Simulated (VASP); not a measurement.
# Ga (C2/c) in VASP: relaxation of cell and atoms with PBEsol

Aim: the relaxation of cell and atoms of Ga with PBEsol.

Everything below comes from runs of VASP 6.6.1. Logs are shortened: lines on timing, memory, paths and dates and some standing lists are left out, and cuts for length are marked.

## (1) The cell of the first run

It takes space group C2/c (No. 15, monoclinic). The conventional cell has a = 2.766 Å, b = 8.053 Å, c = 3.332 Å, α = 90.00°, β = 92.02°, γ = 90.00°. Ga (site symmetry 2) has 10 Ga at 2.69 to 3.33 Å within 3.5 Å.

## (2) Relaxation of cell and atoms, PBEsol

Input file INCAR:

```
PREC = Accurate ; ENCUT = 600
EDIFF = 1E-7 ; ISMEAR = -1
SIGMA = 0.1 ; LREAL = False
LASPH = True ; NELM = 80
ALGO = Normal ; ISIF = 3
LWAVE = False ; LCHARG = False
GGA = PS ; IBRION = 2
NSW = 80 ; EDIFFG = -0.01
```

Input file KPOINTS:

```
Automatic mesh
0
Gamma
  12 12 10
```

Input file POSCAR:

```
Ga
1.0
    1.3830000000     -4.0265000000      0.0000000000
    1.3830000000      4.0265000000      0.0000000000
   -0.1174500000      0.0000000000      3.3299300000
Ga
2
Direct
    0.8690000000      0.1310000000      0.2500000000
    0.1310000000      0.8690000000      0.7500000000
```

Potentials or basis: VASP PAW PBE potentials, release 64 (Ga_d).

Started as:

```
cat potpaw_PBE.64/Ga_d/POTCAR > POTCAR
mpirun -np 1 vasp_std > vasp.out
```

OUTCAR:

```text
PREC = Accurate
   ENCUT = 600
   EDIFF = 1E-7
   ISMEAR = -1
   LREAL = False
   LASPH = True
   NELM = 80
   ISIF = 3
   GGA = PS
   IBRION = 2
   NSW = 80
   EDIFFG = -0.01

 ion  position               nearest neighbor table
   1  0.869  0.131  0.250-   2 2.69   2 2.69   2 2.86   2 2.86   2 2.92   2 2.92
   2  0.131  0.869  0.750-   1 2.69   1 2.69   1 2.86   1 2.86   1 2.92   1 2.92

  LATTYP: Found a base centered monoclinic cell.
 ALAT       =     2.7660000000
 B/A-ratio  =     2.9114244396
 C/A-ratio  =     1.2046278548
 COS(beta)  =    -0.0352490928

  Lattice vectors:

 A1 = (   1.3830000000,  -4.0265000000,   0.0000000000)
 A2 = (   1.3830000000,   4.0265000000,   0.0000000000)
 A3 = (  -0.1174500000,   0.0000000000,   3.3299300000)

Analysis of symmetry for initial positions (statically):
=====================================================================
 Subroutine PRICEL returns:
 Original cell was already a primitive cell.

 Routine SETGRP: Setting up the symmetry group for a
 base centered monoclinic supercell.

 Subroutine GETGRP returns: Found  4 space group operations
 (whereof  2 operations were pure point group operations)
 out of a pool of  4 trial point group operations.

The static configuration has the point symmetry S_2 .
 The point group associated with its full space group is C_2h.

Analysis of symmetry for dynamics (positions and initial velocities):
=====================================================================
 Subroutine PRICEL returns:
 Original cell was already a primitive cell.

 Routine SETGRP: Setting up the symmetry group for a
 base centered monoclinic supercell.

 Subroutine GETGRP returns: Found  4 space group operations
 (whereof  2 operations were pure point group operations)
 out of a pool of  4 trial point group operations.

The dynamic configuration has the point symmetry S_2 .
 The point group associated with its full space group is C_2h.

 Subroutine INISYM returns: Found  4 space group operations
 (whereof  2 operations are pure point group operations),
 and found     1 'primitive' translations

----------------------------------------------------------------------------------------

                                     Primitive cell

  volume of cell :      37.0864

  direct lattice vectors                    reciprocal lattice vectors
     1.383000000 -4.026500000  0.000000000     0.361532899 -0.124177325  0.012751631
     1.383000000  4.026500000  0.000000000     0.361532899  0.124177325  0.012751631
    -0.117450000  0.000000000  3.329930000     0.000000000  0.000000000  0.300306613

  length of vectors
     4.257392541  4.257392541  3.332000646     0.382476992  0.382476992  0.300306613

  position of ions in fractional coordinates (direct lattice)
     0.869000000  0.131000000  0.250000000
     0.131000000  0.869000000  0.750000000

  ion indices of the primitive-cell ions
   primitive index   ion index
                 1           1
                 2           2

----------------------------------------------------------------------------------------

 KPOINTS: Automatic mesh

Automatic generation of k-mesh.
 Grid dimensions read from file:
 generate k-points for:   12   12   10

 Generating k-lattice:

  Cartesian coordinates                     Fractional coordinates (reciprocal lattice)
     0.030127742 -0.010348110  0.001062636     0.083333333  0.000000000  0.000000000
     0.030127742  0.010348110  0.001062636     0.000000000  0.083333333  0.000000000
     0.000000000  0.000000000  0.030030661     0.000000000  0.000000000  0.100000000

  Length of vectors
     0.031873083  0.031873083  0.030030661

  Shift w.r.t. Gamma in fractional coordinates (k-lattice)
     0.000000000  0.000000000  0.000000000

 Subroutine IBZKPT returns following result:
 ===========================================

 Found    398 irreducible k-points:

 Following reciprocal coordinates:
            Coordinates               Weight
  0.000000  0.000000  0.000000      1.000000
  0.083333  0.000000 -0.000000      4.000000
  0.166667  0.000000 -0.000000      4.000000
  0.250000  0.000000  0.000000      4.000000
  0.333333  0.000000  0.000000      4.000000
  0.416667 -0.000000  0.000000      4.000000
[... 16 lines left out ...]
  0.500000  0.166667 -0.000000      4.000000
 -0.416667  0.166667 -0.000000      4.000000
 [... further k-points ...]
   k-points           NKPTS =    398   k-points in BZ     NKDIM =    398   number of bands    NBANDS=     17
   number of dos      NEDOS =    301   number of ions     NIONS =      2
   total plane-waves  NPLWV =  36288
   dimension x,y,z NGX =    36 NGY =   36 NGZ =   28
   dimension x,y,z NGXF=    72 NGYF=   72 NGZF=   56
   ions per type =               2
   NGX,Y,Z   is equivalent  to a cutoff of  14.06, 14.06, 13.97 a.u.
   NGXF,Y,Z  is equivalent  to a cutoff of  28.12, 28.12, 27.94 a.u.
 SYSTEM =  unknown system
   PREC   = accura    normal or accurate (medium, high low for compatibility)
   ISTART =      0    job   : 0-new  1-cont  2-samecut
   ICHARG =      2    charge: 1-file 2-atom 10-const
   ISPIN  =      1    spin polarized calculation?
   LNONCOLLINEAR =      F non collinear calculations
   LSORBIT =      F    spin-orbit coupling
   LASPH  =      T    aspherical Exc in radial PAW
   ENCUT  =  600.0 eV  44.10 Ry    6.64 a.u.   8.50  8.50  6.65*2*pi/ulx,y,z
   NELM   =     80;   NELMIN=  2; NELMDL= -5     # of ELM steps
   EDIFF  = 0.1E-06   stopping-criterion for ELM
   LREAL  =      F    real-space projection
   EDIFFG = -.1E-01   stopping-criterion for IOM
   NSW    =     80    number of steps for IOM
   IBRION =      2    ionic relax: 0-MD 1-quasi-New 2-CG
   NFREE  =      1    steps in history (QN), initial steepest desc. (CG)
   ISIF   =      3    stress and relaxation
   ISYM   =      2    0-nonsym 1-usesym 2-fastsym
   POTIM  = 0.5000    time-step for ionic-motion
   TEBEG  =    0.0;   TEEND  =   0.0 temperature during run
   PSTRESS=    0.0 pullay stress
   NELECT =      26.0000    total number of electrons
   NUPDOWN=      -1.0000    fix difference up-down
   EMIN   =  10.00;   EMAX   =-10.00  energy-range for DOS
   EFERMI =   0.00;   METHOD = LEGACY
   ISMEAR =    -1;   SIGMA  =   0.10  broadening in eV -4-tet -1-fermi 0-gaus
   EFERMI_NEDOS =   21; number of points for ismear=-14 and -15
   IALGO  =     38    algorithm
   IMIX   =      4    mixing-type and parameters
     AMIX     =   0.40;   BMIX     =  1.00
     AMIX_MAG =   1.60;   BMIX_MAG =  1.00
  volume/ion in A,a.u.               =      18.54       125.14
  Fermi-wavevector in a.u.,A,eV,Ry     =   1.454323  2.748272 28.777086  2.115056
  Thomas-Fermi vector in A             =   2.571487
   LORBIT       =      0    0 simple, 1 ext, 2 COOP (PROOUT), +10 PAW based schemes
   GGA     = PS    functional components
   LHFCALC =     F    Hartree Fock is set to
   AEXX    =    0.0000 exact exchange contribution
   IVDW    =     0    specifies the selected vdW correction
   LEPSILON=     F    determine dielectric tensor
   LRPA    =     F    only Hartree local field effects (RPA)
 conjugate gradient relaxation of ions
 non-spin polarized calculation
  energy-cutoff  :      600.00
  volume of cell :       37.09
 maximum number of plane-waves:      1265
 NGX is ok and might be reduce to    36
   NGX = 17   NGY = 17   NGZ = 13

--------------------------------------- Ionic step        1  -------------------------------------------

 number of electron      26.0000011 magnetization

 Free energy of the ion-electron system (eV)
  ---------------------------------------------------
  ext. energy  EPLUGINS =         0.00000000
  ---------------------------------------------------
  free energy    TOTEN  =        -6.68427815 eV

  energy without entropy =       -6.65858799  energy(sigma->0) =       -6.67143307

------------------------ aborting loop because EDIFF is reached ----------------------------------------

  FORCE on cell =-STRESS in cart. coord.  units (eV):
  Direction    XX          YY          ZZ          XY          YZ          ZX
  --------------------------------------------------------------------------------------
  -------------------------------------------------------------------------------------
  Total       -0.5751586     -0.2251890     -0.3639806      0.0000000      0.0000000     -0.0493896
  in kB      -24.8475288     -9.7284290    -15.7243927      0.0000000      0.0000000     -2.1336874
  external PRESSURE =     -16.7667835 kB  Pullay stress =       0.0000000 kB
[... 89 lines left out ...]
  FREE ENERGIE OF THE ION-ELECTRON SYSTEM (eV)
  ---------------------------------------------------
  free  energy   TOTEN  =        -6.6946825177 eV

  energy  without entropy=       -6.6704390554  energy(sigma->0) =       -6.68256079

[... ionic steps 4 to 21 ...]

--------------------------------------- Ionic step       22  -------------------------------------------

 number of electron      26.0000003 magnetization

------------------------ aborting loop because EDIFF is reached ----------------------------------------

  FORCE on cell =-STRESS in cart. coord.  units (eV):
  Direction    XX          YY          ZZ          XY          YZ          ZX
  --------------------------------------------------------------------------------------
  -------------------------------------------------------------------------------------
  Total        0.0024365     -0.0095115      0.0669724      0.0000000      0.0000000      0.0370140
  in kB        0.1090049     -0.4255362      2.9962749      0.0000000      0.0000000      1.6559687
  external PRESSURE =       0.8932479 kB  Pullay stress =       0.0000000 kB
[... 57 lines left out ...]
  energy  without entropy=       -6.6792355140  energy(sigma->0) =       -6.68913490

--------------------------------------- Ionic step       24  -------------------------------------------

 number of electron      26.0000002 magnetization

 Free energy of the ion-electron system (eV)
  ---------------------------------------------------
  ext. energy  EPLUGINS =         0.00000000
  ---------------------------------------------------
  free energy    TOTEN  =        -6.69911660 eV

  energy without entropy =       -6.67920027  energy(sigma->0) =       -6.68915844

 E-fermi :   5.8536     XC(G=0): -11.3714

 val. band max:        5.8521696751   @ k =  -0.0833   0.5000   0.4000
 cond. band min:       5.8603533108   @ k =  -0.4167   0.1667   0.4000
 fundamental gap:      0.0081836357
 Fermi energy:         5.8536157371

 k-point     1 :       0.0000    0.0000    0.0000
  band No.  band energies     occupation
      1      -9.3208      2.00000
      2      -9.2784      2.00000
      3      -9.2774      2.00000
      4      -9.2500      2.00000
      5      -8.9403      2.00000
      6      -8.9295      2.00000
[... 9 lines left out ...]
     16      15.9081      0.00000
     17      16.2643      0.00000
[... 443 lines left out ...]
      1      -9.2053      2.00000
      2      -9.1828      2.00000
      3      -9.1673      2.00000
      4      -9.0952      2.00000
      5      -9.0617      2.00000
      6      -9.0083      2.00000
[... 9 lines left out ...]
     16      12.0422      0.00000
     17      14.0842      0.00000

 [... further k-points ...]

------------------------ aborting loop because EDIFF is reached ----------------------------------------

  FORCE on cell =-STRESS in cart. coord.  units (eV):
  Direction    XX          YY          ZZ          XY          YZ          ZX
  --------------------------------------------------------------------------------------
  -------------------------------------------------------------------------------------
  Total        0.0075045     -0.0110546     -0.0135667      0.0000000      0.0000000      0.0043682
  in kB        0.3353631     -0.4940071     -0.6062669      0.0000000      0.0000000      0.1952056
  external PRESSURE =      -0.2549703 kB  Pullay stress =       0.0000000 kB
[... 17 lines left out ...]
  FREE ENERGIE OF THE ION-ELECTRON SYSTEM (eV)
  ---------------------------------------------------
  free  energy   TOTEN  =        -6.6991165970 eV

  energy  without entropy=       -6.6792002743  energy(sigma->0) =       -6.68915844

 reached required accuracy - stopping structural energy minimisation
```

Wall time 30 min (1 thread of Intel Xeon 6975P-C (Granite Rapids), shared host); peak memory 0.45 GiB.

What came out:

```
Free energy                           : -6.6991 eV
Relaxed volume                        : 17.93 Å³/atom
Relaxed cell                          : a = 4.350 Å, b = 4.350 Å, c = 3.203 Å, α = 90.02°, β = 90.02°, γ = 143.75°
Space group after relaxing (to 0.1 Å) : Cmcm (No. 63)
Energy gained by relaxing             : 7.4 meV/atom
Ionic steps                           : 24
Pressure after relaxing               : 0.0 GPa
Largest force after relaxing          : 0.009 eV/Å
Band gap on the k mesh                : zero (bands 13 and 14 overlap by 9.05 eV)
```

Forces in eV/Å, atoms in the order of the input:
```
Ga   0.000  0.009  0.000
Ga   0.000 -0.009  0.000
```

The path:
```
step  energy change (eV)  largest force (eV/Å)  pressure (GPa)  volume (Å³)
   1              0.0000                0.1753           -1.68        37.09
   2             -0.0099                0.0893           -0.22        36.05
   3             -0.0104                0.0651            0.20        35.80
   4             -0.0104                0.0623            0.28        35.77
   5             -0.0110                0.0199            0.09        35.86
   6             -0.0111                0.0070           -0.09        35.92
   7             -0.0111                0.0042           -0.04        35.92
   8             -0.0113                0.0074            0.02        35.91
   9             -0.0116                0.0179            0.10        35.87
  10             -0.0116                0.0402            0.09        35.80
  11             -0.0118                0.0277            0.00        35.84
  12             -0.0119                0.0278            0.07        35.83
  13             -0.0123                0.0284            0.14        35.81
  14             -0.0130                0.0266            0.16        35.77
  15             -0.0127                0.0156            0.33        35.66
  16             -0.0132                0.0222            0.24        35.72
  17             -0.0135                0.0197            0.13        35.77
  18             -0.0137                0.0168            0.01        35.82
  19             -0.0136                0.0107           -0.12        35.93
  20             -0.0138                0.0153           -0.03        35.85
  21             -0.0140                0.0128            0.00        35.84
  22             -0.0144                0.0051            0.09        35.81
  23             -0.0148                0.0101            0.13        35.75
  24             -0.0148                0.0085           -0.03        35.85
```

Final structure:
```cif
data_structure
_symmetry_space_group_name_H-M 'P 1'
_symmetry_Int_Tables_number 1
_cell_length_a 4.3505
_cell_length_b 4.3505
_cell_length_c 3.2033
_cell_angle_alpha 90.024
_cell_angle_beta 90.024
_cell_angle_gamma 143.746
_cell_volume 35.85
loop_
_atom_site_label
_atom_site_type_symbol
_atom_site_fract_x
_atom_site_fract_y
_atom_site_fract_z
_atom_site_occupancy
Ga1 Ga 0.86791 0.13209 0.25000 1
Ga2 Ga 0.13209 0.86791 0.75000 1
```

Caveat: the PAW data sets were made with another functional, which shifts forces and pressure a little.
